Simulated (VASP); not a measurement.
Here is a VASP 6.6.1 calculation.

Contents of INCAR:

```
  PREC = Accurate
  ENCUT = 500
  EDIFF = 1E-6
  ISMEAR = 0
  SIGMA = 0.15
  LREAL = F
  LASPH = T
  NELM = 120
  ALGO = Normal
  ISIF = 2
  LWAVE = F
  LCHARG = F
  NBANDS = 32
  GGA_COMPAT = F
```

Contents of KPOINTS:

```
regular mesh
0
Gamma
  17 17 5
```

Contents of POSCAR:

```
Ti
1.0
   -1.5825035764      1.5825035764     -1.5825035764
   -1.5825035764     -1.5825035764      1.5825035764
    0.0000000000      6.3300143055      6.3300143055
Ti
4
Direct
    0.0000000000      0.0000000000      0.0000000000
    0.5000000000      0.5000000000      0.2500000000
    0.0000000000      0.0000000000      0.5000000000
    0.5000000000      0.5000000000      0.7500000000
```

Potentials or basis: VASP PAW LDA potentials, release 64 (Ti_sv).

Launch:

```console
$ cat potpaw_LDA.64/Ti_sv/POTCAR > POTCAR
$ mpirun -np 1 vasp_std > vasp.out
```

What does it give for the pressure?

-0.1 GPa.

Predict the band gap on the k mesh.

zero (bands 24 and 25 overlap by 1.31 eV).
